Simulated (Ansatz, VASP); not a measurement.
**Two plane-wave programs on As**

Contents of INCAR:

```
SYSTEM = As
ALGO = Normal
EDIFF = 1E-6
ENCUT = 520
GGA = PE
ISIF = 2
ISMEAR = -1
LASPH = .TRUE.
LCHARG = .FALSE.
LREAL = .FALSE.
LWAVE = .FALSE.
NBANDS = 12
NELM = 80
PREC = Accurate
SIGMA = 0.1
```

KPOINTS

```
k-points
0
G
  10 10 10
  0 0 0
```

The input POSCAR:

```
As
1.0
    0.0000000000      3.1757907690      3.1757907690
    3.1757907690      0.0000000000      3.1757907690
    3.1757907690      3.1757907690      0.0000000000
As
2
Direct
    0.1250000000      0.1250000000      0.1250000000
    0.8750000000      0.8750000000      0.8750000000
```

Input for Ansatz:

```yaml
crystal:
  lattice:
    - [0.0, 3.175790769, 3.175790769]
    - [3.175790769, 0.0, 3.175790769]
    - [3.175790769, 3.175790769, 0.0]
  atoms:
    - { symbol: As, position: [0.125, 0.125, 0.125] }
    - { symbol: As, position: [0.875, 0.875, 0.875] }
hamiltonian:
  xc: pbe
  pseudopotentials:
    kind: paw
    azcp:
      As: "pseudopotentials/As.paw.azcp"
basis:
  ecutwfc: 420
  fft_grid_basis: typed
kpoints:
  mp_grid: { grid: [10, 10, 10], shift: [0, 0, 0] }
magnetization:
  spin_polarized: false
scf:
  occupations: { method: fermi_dirac, width: 0.1 }
  lower_state_search: "off"
output:
  stress: true
  write_density: true
  write_potential: true
  elf: true
  volumetric_format: npy
```

Alike in both runs: task single point; functional PBE; k mesh 10 × 10 × 10; occupations fermi-dirac, width 0.1 eV; no spin polarisation.

|  | VASP | Ansatz |
| --- | --- | --- |
| version | VASP 6.6.1 | Ansatz 0.2.0 |
| potentials or method | VASP PAW PBE potentials, release 64 (As), cutoff 520 eV | plane waves (420 eV) with PAW, scalar-relativistic |
| valence electrons in the cell | 10 | 30 |

|  | VASP | Ansatz | Ansatz less VASP |
| --- | --- | --- | --- |
| pressure (GPa) | -4.3 | -4.3 | -0.04 |

VASP's potentials hold 10 valence electrons a cell and Ansatz's 30, so a difference there can come from the potentials and not from the codes.
